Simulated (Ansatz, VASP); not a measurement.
## Two plane-wave programs on MgS

```
Mg S
1.0
     0.00000    2.59091    2.59091
     2.59091    0.00000    2.59091
     2.59091    2.59091    0.00000
Mg S
1 1
Direct
  0.00000 0.00000 0.00000
  0.50000 0.50000 0.50000
```

Alike in both runs: task single point; functional PBEsol; k mesh 8 × 8 × 8; occupations gaussian, width 0.02 eV; no spin polarisation.

|  | VASP | Ansatz |
| --- | --- | --- |
| version | VASP 6.6.1 | Ansatz 0.2.0 |
| potentials or method | VASP PAW PBE potentials, release 64 (Mg, S), cutoff 600 eV | scalar-relativistic, plane waves, PAW |
| valence electrons in the cell | 8 | 16 |

VASP gave:

* gap on the k mesh at the Fermi level (eV): 2.73
* least direct gap on the mesh (eV): 3.69
* pressure (GPa): -0.2

Q: Which values does Ansatz return?

A: gap on the k mesh at the Fermi level (eV): 2.73; least direct gap on the mesh (eV): 3.69; pressure (GPa): 0.0.

VASP's potentials were made for PBE, not for PBEsol, and Ansatz warns of the same on its side. With one functional, cell and mesh, what is left measures potentials, basis and numerics. VASP's potentials hold 8 valence electrons a cell and Ansatz's 16, so a difference there can come from the potentials and not from the codes.
